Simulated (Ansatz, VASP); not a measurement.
# GaSe: VASP beside Ansatz

INCAR

```
PREC = Accurate
ENCUT = 400
EDIFF = 1E-8
ISMEAR = -1
SIGMA = 0.05
LREAL = False
LASPH = True
NELM = 120
ALGO = Normal
ISIF = 2
LWAVE = False
LCHARG = False
GGA = PS
LEFG = True
NBANDS = 48
GGA_COMPAT = False
```

Contents of KPOINTS:

```
Automatic mesh
0
Gamma
  14 14 3
```

The input POSCAR:

```
GaSe
1.0
    3.7500020507      0.0000000000      0.0000000000
   -1.8750010253      3.2475970401      0.0000000000
    0.0000000000      0.0000000000     15.9200000000
Ga Se
4 4
Direct
    0.3333333333      0.6666666667      0.9276668802
    0.6666666667      0.3333333333      0.4276668802
    0.3333333333      0.6666666667      0.5723331198
    0.6666666667      0.3333333333      0.0723331198
    0.3333333333      0.6666666667      0.1563792316
    0.6666666667      0.3333333333      0.6563792316
    0.3333333333      0.6666666667      0.3436207684
    0.6666666667      0.3333333333      0.8436207684
```

Input for Ansatz:

```yaml
crystal:
  lattice:
    - [3.7500020507, 0.0, 0.0]
    - [-1.8750010253, 3.2475970401, 0.0]
    - [0.0, 0.0, 15.92]
  atoms:
    - { symbol: Ga, position: [0.3333333333, 0.6666666667, 0.9276668802] }
    - { symbol: Ga, position: [0.6666666667, 0.3333333333, 0.4276668802] }
    - { symbol: Ga, position: [0.3333333333, 0.6666666667, 0.5723331198] }
    - { symbol: Ga, position: [0.6666666667, 0.3333333333, 0.0723331198] }
    - { symbol: Se, position: [0.3333333333, 0.6666666667, 0.1563792316] }
    - { symbol: Se, position: [0.6666666667, 0.3333333333, 0.6563792316] }
    - { symbol: Se, position: [0.3333333333, 0.6666666667, 0.3436207684] }
    - { symbol: Se, position: [0.6666666667, 0.3333333333, 0.8436207684] }
kpoints:
  mp_grid: { grid: [14, 14, 3] }
scf:
  occupations: { method: fermi_dirac, width: 0.05 }
hamiltonian:
  xc: pbesol
  pseudopotentials: { kind: paw }
output:
  forces: true
  stress: true
  populations: true
  efg: { quadrupole_moments_barn: { Ga: 0.107 }, contact_densities: true }
  write_density: true
  write_potential: true
  elf: true
  volumetric_format: npy
```

Alike in both runs: task electric field gradients; functional PBEsol; k mesh 14 × 14 × 3; occupations fermi-dirac, width 0.05 eV; no spin polarisation.

```csv
,VASP,Ansatz
version,VASP 6.6.1,Ansatz 0.2.0
potentials or method,"VASP PAW PBE potentials, release 64 (Ga_d, Se)","plane-wave PAW, scalar-relativistic"
plane-wave cutoff (eV),400,420
valence electrons in the cell,76,116
```

```tsv
	VASP	Ansatz	Ansatz less VASP
rms of the force components (eV/Å)	0.052	0.061	+0.0092
size of Vzz on the site where it differs most (V/Å²)	159.0	163.9	+4.90
```

VASP's potentials were made for PBE, not for PBEsol. Atom by atom the forces differ by 0.009 eV/Å (rms over components). The functional is the same, so the differences come from potentials, cutoffs and numerics. VASP's potentials hold 76 valence electrons a cell and Ansatz's 116, so a difference there can come from the potentials and not from the codes.
